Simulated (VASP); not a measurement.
# AlN (Cmcm) in VASP: single point with HSE06

Aim: the single point of AlN with HSE06.

Everything below comes from runs of VASP 6.6.1. Logs are shortened: lines on timing, memory, paths and dates and some standing lists are left out, and cuts for length are marked.

## Step 1: The cell of the first run

It takes space group Cmcm (No. 63, orthorhombic). The conventional cell has a = 3.473 Å, b = 5.703 Å, c = 4.137 Å, α = 90.00°, β = 90.00°, γ = 90.00°. Within 2.6 Å of Al (site symmetry m2m) lie 5 N at 1.94 to 2.07 Å. Within 2.6 Å of N (site symmetry m2m) lie 5 Al at 1.94 to 2.07 Å.

## Step 2: Single point, HSE06 (uniaxial x strain +5.5%)

POSCAR reads:

```
AlN
1.0
    3.4727673865      0.0000000000      0.0000000000
   -1.7363836932      2.8512559520      0.0000000000
    0.0000000000      0.0000000000      4.1369586244
Al N
2 2
Direct
    0.3309420899      0.6618841798      0.2500000000
    0.6690579101      0.3381158202      0.7500000000
    0.6714503822      0.3429007644      0.2500000000
    0.3285496178      0.6570992356      0.7500000000
```

INCAR.step1 reads:

```
ALGO = Normal
EDIFF = 1E-5
ENCUT = 520
GGA = PE
ISIF = 2
ISMEAR = 0
LASPH = True
LCHARG = False
LREAL = False
LWAVE = True
NBANDS = 16
NELM = 100
PREC = Accurate
SIGMA = 0.01
```

INCAR.step2 reads:

```
ALGO = Normal
EDIFF = 1E-6
ENCUT = 520
GGA = PE
HFSCREEN = 0.2079
ISIF = 2
ISMEAR = 0
ISTART = 1
LASPH = True
LCHARG = False
LHFCALC = True
LREAL = False
LWAVE = False
NBANDS = 16
NELM = 100
PREC = Accurate
PRECFOCK = Normal
SIGMA = 0.01
```

KPOINTS reads:

```
k-points
0
Gamma
  6 6 4
```

Potentials or basis: VASP PAW PBE potentials, release 64 (Al, N).

Launch:

```sh
cat potpaw_PBE.64/Al/POTCAR potpaw_PBE.64/N/POTCAR > POTCAR
cp INCAR.step1 INCAR
mpirun -np 1 vasp_std > vasp.out
cp INCAR.step2 INCAR
mpirun -np 1 vasp_std > vasp.out
```

OUTCAR:

```text
EDIFF = 1E-6
   ENCUT = 520
   GGA = PE
   HFSCREEN = 0.2079
   ISIF = 2
   ISMEAR = 0
   ISTART = 1
   LASPH = True
   LHFCALC = True
   LREAL = False
   NELM = 100
   PREC = Accurate
   PRECFOCK = Normal

 ion  position               nearest neighbor table
   1  0.331  0.662  0.250-   3 1.94   3 1.96   3 1.96   4 2.07   4 2.07   2 2.83   2 2.83   2 2.85
                             2 2.85   2 2.85   2 2.85
   2  0.669  0.338  0.750-   4 1.94   4 1.96   4 1.96   3 2.07   3 2.07   1 2.83   1 2.83   1 2.85
                             1 2.85   1 2.85   1 2.85
   3  0.671  0.343  0.250-   1 1.94   1 1.96   1 1.96   2 2.07   2 2.07
   4  0.329  0.657  0.750-   2 1.94   2 1.96   2 1.96   1 2.07   1 2.07

  Warning from LATTYP: Monoclinic adjustment (A1->A3, A2->A1, A3->A2)!
  LATTYP: Found a base centered orthorhombic cell.
 ALAT       =     3.4727673865
 B/A-ratio  =     1.6420656120
 C/A-ratio  =     1.1912570478

  Lattice vectors:

 A1 = (   1.7363836932,  -2.8512559520,   0.0000000000)
 A2 = (   1.7363836933,   2.8512559520,   0.0000000000)
 A3 = (   0.0000000000,   0.0000000000,   4.1369586244)

Analysis of symmetry for initial positions (statically):
=====================================================================
 Subroutine PRICEL returns:
 Original cell was already a primitive cell.

 Routine SETGRP: Setting up the symmetry group for a
 base centered orthorhombic supercell.

 Subroutine GETGRP returns: Found  8 space group operations
 (whereof  4 operations were pure point group operations)
 out of a pool of  8 trial point group operations.

The static configuration has the point symmetry C_2h.
 The point group associated with its full space group is D_2h.

Analysis of symmetry for dynamics (positions and initial velocities):
=====================================================================
 Subroutine PRICEL returns:
 Original cell was already a primitive cell.

 Routine SETGRP: Setting up the symmetry group for a
 base centered orthorhombic supercell.

 Subroutine GETGRP returns: Found  8 space group operations
 (whereof  4 operations were pure point group operations)
 out of a pool of  8 trial point group operations.

The dynamic configuration has the point symmetry C_2h.
 The point group associated with its full space group is D_2h.

 Subroutine INISYM returns: Found  8 space group operations
 (whereof  4 operations are pure point group operations),
 and found     1 'primitive' translations

----------------------------------------------------------------------------------------

                                     Primitive cell

  volume of cell :      40.9631

  direct lattice vectors                    reciprocal lattice vectors
     3.472767387  0.000000000  0.000000000     0.287954789  0.175361317  0.000000000
    -1.736383693  2.851255952  0.000000000     0.000000000  0.350722635  0.000000000
     0.000000000  0.000000000  4.136958624     0.000000000  0.000000000  0.241723471

  length of vectors
     3.472767387  3.338366192  4.136958624     0.337149154  0.350722635  0.241723471

  position of ions in fractional coordinates (direct lattice)
     0.330942090  0.661884180  0.250000000
     0.669057910  0.338115820  0.750000000
     0.671450382  0.342900764  0.250000000
     0.328549618  0.657099236  0.750000000

  ion indices of the primitive-cell ions
   primitive index   ion index
                 1           1
                 2           2
                 3           3
                 4           4

----------------------------------------------------------------------------------------

 KPOINTS: k-points

Automatic generation of k-mesh.
 Grid dimensions read from file:
 generate k-points for:    6    6    4

 Generating k-lattice:

  Cartesian coordinates                     Fractional coordinates (reciprocal lattice)
     0.047992465  0.029226886  0.000000000     0.166666667  0.000000000  0.000000000
     0.000000000  0.058453772  0.000000000     0.000000000  0.166666667  0.000000000
     0.000000000  0.000000000  0.060430868     0.000000000  0.000000000  0.250000000

  Length of vectors
     0.056191526  0.058453772  0.060430868

  Shift w.r.t. Gamma in fractional coordinates (k-lattice)
     0.000000000  0.000000000  0.000000000

 Subroutine IBZKPT returns following result:
 ===========================================

 Found     39 irreducible k-points:

 Following reciprocal coordinates:
            Coordinates               Weight
  0.000000  0.000000  0.000000      1.000000
  0.166667  0.000000  0.000000      4.000000
  0.333333  0.000000  0.000000      4.000000
  0.500000  0.000000  0.000000      2.000000
  0.000000  0.166667  0.000000      2.000000
  0.166667  0.166667  0.000000      4.000000
[... 16 lines left out ...]
  0.000000  0.333333  0.250000      4.000000
  0.166667  0.333333  0.250000      8.000000
 [... further k-points ...]
   k-points           NKPTS =     39   k-points in BZ     NKDIM =    144   number of bands    NBANDS=     16
   number of dos      NEDOS =    301   number of ions     NIONS =      4
   total plane-waves  NPLWV =  25088
   dimension x,y,z NGX =    28 NGY =   28 NGZ =   32
   dimension x,y,z NGXF=    56 NGYF=   56 NGZF=   64
   ions per type =               2   2
   NGX,Y,Z   is equivalent  to a cutoff of  13.40, 13.94, 12.86 a.u.
   NGXF,Y,Z  is equivalent  to a cutoff of  26.81, 27.89, 25.72 a.u.
 SYSTEM =  unknown system
   PREC   = accura    normal or accurate (medium, high low for compatibility)
   ISTART =      1    job   : 0-new  1-cont  2-samecut
   ICHARG =      0    charge: 1-file 2-atom 10-const
   ISPIN  =      1    spin polarized calculation?
   LNONCOLLINEAR =      F non collinear calculations
   LSORBIT =      F    spin-orbit coupling
   LASPH  =      T    aspherical Exc in radial PAW
   ENCUT  =  520.0 eV  38.22 Ry    6.18 a.u.   6.46  6.21  7.69*2*pi/ulx,y,z
   NELM   =    100;   NELMIN=  2; NELMDL=  0     # of ELM steps
   EDIFF  = 0.1E-05   stopping-criterion for ELM
   LREAL  =      F    real-space projection
   EDIFFG = 0.1E-04   stopping-criterion for IOM
   NSW    =      0    number of steps for IOM
   IBRION =     -1    ionic relax: 0-MD 1-quasi-New 2-CG
   NFREE  =      0    steps in history (QN), initial steepest desc. (CG)
   ISIF   =      2    stress and relaxation
   ISYM   =      3    0-nonsym 1-usesym 2-fastsym
   POTIM  = 0.5000    time-step for ionic-motion
   TEBEG  =    0.0;   TEEND  =   0.0 temperature during run
   PSTRESS=    0.0 pullay stress
   NELECT =      16.0000    total number of electrons
   NUPDOWN=      -1.0000    fix difference up-down
   EMIN   =  10.00;   EMAX   =-10.00  energy-range for DOS
   EFERMI =   0.00;   METHOD = LEGACY
   ISMEAR =     0;   SIGMA  =   0.01  broadening in eV -4-tet -1-fermi 0-gaus
   EFERMI_NEDOS =   21; number of points for ismear=-14 and -15
   IALGO  =     38    algorithm
   IMIX   =      1    mixing-type and parameters
     AMIX     =   0.40;   BMIX     =  1.00
     AMIX_MAG =   1.60;   BMIX_MAG =  1.00
  volume/ion in A,a.u.               =      10.24        69.11
  Fermi-wavevector in a.u.,A,eV,Ry     =   1.196696  2.261427 19.484646  1.432081
  Thomas-Fermi vector in A             =   2.332630
   LORBIT       =      0    0 simple, 1 ext, 2 COOP (PROOUT), +10 PAW based schemes
   GGA     = PE    functional components
   LHFCALC =     T    Hartree Fock is set to
   PRECFOCK=normal    Normal, Fast or Accurate (Low or Medium for compatibility)
   ENCUT4O =  -1.0   cutoff for four orbital integrals eV
   NKREDX  =     1    reduce k-point grid by
   NKREDY  =     1    reduce k-point grid by
   NKREDZ  =     1    reduce k-point grid by
   AEXX    =    0.2500 exact exchange contribution
   HFSCREEN=    0.2079 screening length (either q_TF or 0.3 A-1)
   HFSCREENC=   0.2079 screening length for correlation (either q_TF or 0.3 A-1)
   ENCUTFOCK=  -1.0 apply spherical cutoff to Coloumb kernel
   IVDW    =     0    specifies the selected vdW correction
   LEPSILON=     F    determine dielectric tensor
   LRPA    =     F    only Hartree local field effects (RPA)
 non-spin polarized calculation
 Gauss-broadening in eV      SIGMA  =   0.01
  energy-cutoff  :      520.00
  volume of cell :       40.96
 maximum number of plane-waves:      1120
 NGX is ok and might be reduce to    28
  NGX = 20; NGY = 20; NGZ = 24

 number of electron      15.9999998 magnetization

 Free energy of the ion-electron system (eV)
  ---------------------------------------------------
  ext. energy  EPLUGINS =         0.00000000
  ---------------------------------------------------
  free energy    TOTEN  =       -34.30394056 eV

  energy without entropy =      -34.30394056  energy(sigma->0) =      -34.30394056

 E-fermi :   6.7418     XC(G=0):  -9.0869

 val. band max:        6.6278560743   @ k =   0.0000   0.0000   0.0000
 cond. band min:      11.0219395185   @ k =   0.0000   0.0000   0.0000
 fundamental gap:      4.3940834442
 Fermi energy:         6.7418204033

 k-point     1 :       0.0000    0.0000    0.0000
  band No.  band energies     occupation
      1     -11.3768      2.00000
      2      -7.4990      2.00000
      3      -0.4010      2.00000
      4       3.0409      2.00000
      5       3.4902      2.00000
      6       5.1482      2.00000
[... 8 lines left out ...]
     15      19.7589      0.00000
     16      20.2389      0.00000

 k-point     2 :       0.1667    0.0000    0.0000
  band No.  band energies     occupation
      1     -11.0698      2.00000
      2      -7.5438      2.00000
      3      -0.0628      2.00000
      4       2.1452      2.00000
      5       2.9899      2.00000
      6       4.2655      2.00000
[... 8 lines left out ...]
     15      19.2483      0.00000
     16      20.3358      0.00000

 k-point     3 :       0.3333    0.0000    0.0000
  band No.  band energies     occupation
      1     -10.2551      2.00000
      2      -7.8468      2.00000
      3       0.6510      2.00000
      4       0.8670      2.00000
      5       2.4004      2.00000
      6       2.9461      2.00000
[... 8 lines left out ...]
     15      19.7039      0.00000
     16      21.4525      0.00000
[... 362 lines left out ...]
 k-point    23 :       0.0000    0.3333    0.2500
  band No.  band energies     occupation
      1      -9.8373      2.00000
      2      -8.1176      2.00000
      3      -0.2606      2.00000
      4       1.4027      2.00000
      5       2.2485      2.00000
      6       3.1479      2.00000
[... 8 lines left out ...]
     15      19.7844      0.00000
     16      21.3212      0.00000

 k-point    24 :       0.1667    0.3333    0.2500
  band No.  band energies     occupation
      1      -9.2515      2.00000
      2      -8.2632      2.00000
      3      -0.3341      2.00000
      4       0.5571      2.00000
      5       1.4191      2.00000
      6       3.7824      2.00000
[... 8 lines left out ...]
     15      20.3349      0.00000
     16      21.7966      0.00000

 [... further k-points ...]

------------------------ aborting loop because EDIFF is reached ----------------------------------------

  FORCE on cell =-STRESS in cart. coord.  units (eV):
  Direction    XX          YY          ZZ          XY          YZ          ZX
  --------------------------------------------------------------------------------------
  -------------------------------------------------------------------------------------
  Total       -4.8078254     -2.4830747     -2.1169909     -0.0000000      0.0000000      0.0000000
  in kB     -188.0469073    -97.1196905    -82.8011755     -0.0000000      0.0000000      0.0000000
  external PRESSURE =    -122.6559244 kB  Pullay stress =       0.0000000 kB

 VOLUME and BASIS-vectors are now :
 -----------------------------------------------------------------------------
  energy-cutoff  :      520.00
  volume of cell :       40.96
      direct lattice vectors                 reciprocal lattice vectors
     3.472767387  0.000000000  0.000000000     0.287954789  0.175361317  0.000000000
    -1.736383693  2.851255952  0.000000000     0.000000000  0.350722635  0.000000000
     0.000000000  0.000000000  4.136958624     0.000000000  0.000000000  0.241723471

 POSITION                                       TOTAL-FORCE (eV/Angst)
 -----------------------------------------------------------------------------------
      0.00000      1.88720      1.03424         0.000000      0.004309     -0.000000
      1.73638      0.96405      3.10272        -0.000000     -0.004309     -0.000000
      1.73638      0.97770      1.03424         0.000000      0.002051      0.000000
      0.00000      1.87356      3.10272        -0.000000     -0.002051     -0.000000
 -----------------------------------------------------------------------------------
    total drift:                                0.000000      0.000000     -0.000000

  FREE ENERGIE OF THE ION-ELECTRON SYSTEM (eV)
  ---------------------------------------------------
  free  energy   TOTEN  =       -34.3039405647 eV

  energy  without entropy=      -34.3039405647  energy(sigma->0) =      -34.30394056
```

Run time: 47 min. Hardware: 1 thread of Intel Xeon Platinum 8259CL at 2.50GHz (Skylake/Cascade Lake), shared host; peak memory 0.29 GiB.

Results:

| Property | Result |
| --- | --- |
| Free energy | -34.3039 eV |
| Pressure | -12.3 GPa |
| Largest force | 0.004 eV/Å |
| Band gap on the k mesh | 4.39 eV |

Forces on the atoms (eV/Å):
```
Al   0.000  0.004  0.000
Al   0.000 -0.004  0.000
N    0.000  0.002  0.000
N    0.000 -0.002  0.000
```

Caveat: the cell differs from its parent crystal (uniaxial x strain +5.5%); the stress differs along the axes, from -19 to -8 GPa; the PAW data sets were made with another functional, which shifts forces and pressure a little.
